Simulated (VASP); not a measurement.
Set up this calculation in VASP 6.6.1, as the native input.

* Task: single point
* Functional: PBE
* Potentials or basis: VASP PAW PBE potentials, release 64 (N, Al, Sc_sv, V_sv, Nb_sv)
* Cutoff: 520 eV
* k mesh: 3 × 3 × 2, shifted
* Occupations: gaussian, width 0.1 eV
* Spin: no spin polarisation
* Dipole correction: no
* Further INCAR settings: LREAL = Auto; ALGO = Normal; EDIFF = 1e-06; NBANDS = 109; ISYM = 0

The structure of Sc2NbAl3V6N12 lies in POSCAR:

```
Sc2NbAl3V6N12
1.0
   -4.1751563127     -4.1875015416      0.0045743564
   -0.0459802764      4.2289074616      4.2196996879
   -4.2102500634      4.2271696487     -4.1719815987
N Al Sc V Nb
12 3 2 6 1
Direct
    0.1734116281      0.3459563131      0.8372200463
    0.6704615932      0.3372624697      0.8392723296
    0.4867199210      0.4903252076      0.4935677403
    1.0108722515      0.5053165022      0.4854965835
    0.3309692923      0.6520772560      0.1738665164
    0.8215308149      0.6537681542      0.1665061890
    0.1745227663      0.8276694329      0.8240022453
    0.6467206932      0.8129367803      0.8369327081
    0.4915965761     -0.0063249408      0.4913054069
    0.0135032167      0.0111520719      0.4865621042
    0.3394574611      0.1885835957      0.1831267821
    0.8472222377      0.1833209918      0.1768783911
    0.6668156899      0.3302270732      0.3447622184
    0.1692907325      0.3417949523      0.3366108218
    0.3367082298      0.6681333902      0.6475014333
    0.8341133225      0.1632639851      0.6702422949
    0.8330147379      0.6689194394      0.6611369244
    0.0136018193     -0.0044300129      1.0073059874
    0.3277528398      0.1599091354      0.6830744306
    0.4778121560      0.4588998119      0.9894464361
    0.0149962645      0.5393256693      1.0078670289
    0.6871913419      0.8356995422      0.3153430078
    0.1651740559      0.8506359122      0.3114170662
    0.4924942970      0.9980001326      0.0091018741
```

One way to write it, as run:

INCAR

```
PREC = Accurate
ENCUT = 520
EDIFF = 1E-6
ISMEAR = 0
SIGMA = 0.1
LREAL = Auto
LASPH = True
NELM = 100
ALGO = Normal
ISIF = 2
LWAVE = False
LCHARG = True
GGA = PE
LELF = True
LVHAR = True
NBANDS = 109
ISYM = 0
```

KPOINTS

```
Automatic mesh
0
Gamma
  3 3 2
  0 0 0.5
```

Potentials or basis: VASP PAW PBE potentials, release 64 (N, Al, Sc_sv, V_sv, Nb_sv).

Command:

```sh
$ cat potpaw_PBE.64/N/POTCAR potpaw_PBE.64/Al/POTCAR potpaw_PBE.64/Sc_sv/POTCAR potpaw_PBE.64/V_sv/POTCAR potpaw_PBE.64/Nb_sv/POTCAR > POTCAR
$ mpirun -np 1 vasp_std > vasp.out
```

It gave:

```json
{"Pressure": "0.5 GPa", "Largest force": "0.073 eV/Å", "Band gap on the k mesh": "zero (bands 91 and 92 overlap by 0.29 eV)"}
```

Caveat: the k points lie up to 0.43 Å⁻¹ apart; the run has no spin polarisation, though such a crystal can be magnetic.

It took 11 min on 1 thread of Intel(R) Xeon(R) Platinum 8488C (Sapphire Rapids), with other jobs on the host, peak memory 0.43 GiB.
